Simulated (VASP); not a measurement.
Input of a VASP 6.6.1 run:

INCAR

```
PREC     = Accurate       # precision mode
ENCUT    = 600            # plane-wave cutoff, eV
EDIFF    = 1E-6           # SCF threshold, eV
ISMEAR   = 0              # smearing method
SIGMA    = 0.1            # smearing width, eV
LREAL    = False          # projectors in reciprocal space
LASPH    = True           # aspherical terms in the spheres
NELM     = 120            # most SCF steps
ALGO     = Normal         # electronic algorithm
ISIF     = 2              # what is computed and relaxed
LWAVE    = False          # write WAVECAR
LCHARG   = True           # write CHGCAR
GGA      = PE             # functional
LELF     = True           # ELF
LVHAR    = True         
NBANDS   = 56             # bands
GGA_COMPAT= False
```

KPOINTS

```
Automatic mesh
0
Gamma
  10 10 2
```

File POSCAR:

```
HfPb5O2
1.0
    3.4740845923      0.0000000000      0.0000000000
    0.0000000000      3.4740845923      0.0000000000
    0.0000000000      0.0000000000     18.8811601494
Hf Pb O
1 5 2
Direct
    0.0000000000      0.0000000000      0.0000000000
    0.5000000000      0.5000000000      0.2289903365
    0.5000000000      0.5000000000      0.7710096635
    0.0000000000      0.0000000000      0.6403662009
    0.5000000000      0.5000000000      0.5000000000
    0.0000000000      0.0000000000      0.3596337991
    0.5000000000      0.0000000000      0.9502728327
    0.0000000000      0.5000000000      0.0497271673
```

Potentials or basis: VASP PAW PBE potentials, release 64 (Hf_pv, Pb_d, O).

Run with:

```bash
$ cat potpaw_PBE.64/Hf_pv/POTCAR potpaw_PBE.64/Pb_d/POTCAR potpaw_PBE.64/O/POTCAR > POTCAR
$ mpirun -np 1 vasp_std > vasp.out
```

Problem. Predict the pressure.

Solution. -0.3 GPa.

Problem. What does it give for the band gap on the k mesh?

Solution. Zero (bands 46 and 47 overlap by 3.60 eV).

Problem. Predict the largest force.

Solution. 0.124 eV/Å.

Forces on the atoms (eV/Å):
```
Hf   0.000  0.000  0.000
Pb   0.000  0.000 -0.003
Pb   0.000  0.000  0.003
Pb   0.000  0.000 -0.001
Pb   0.000  0.000  0.000
Pb   0.000  0.000  0.001
O    0.000  0.000  0.124
O    0.000  0.000 -0.124
```

Caveat: spin-orbit coupling is left out, which moves the levels of the heavy elements.
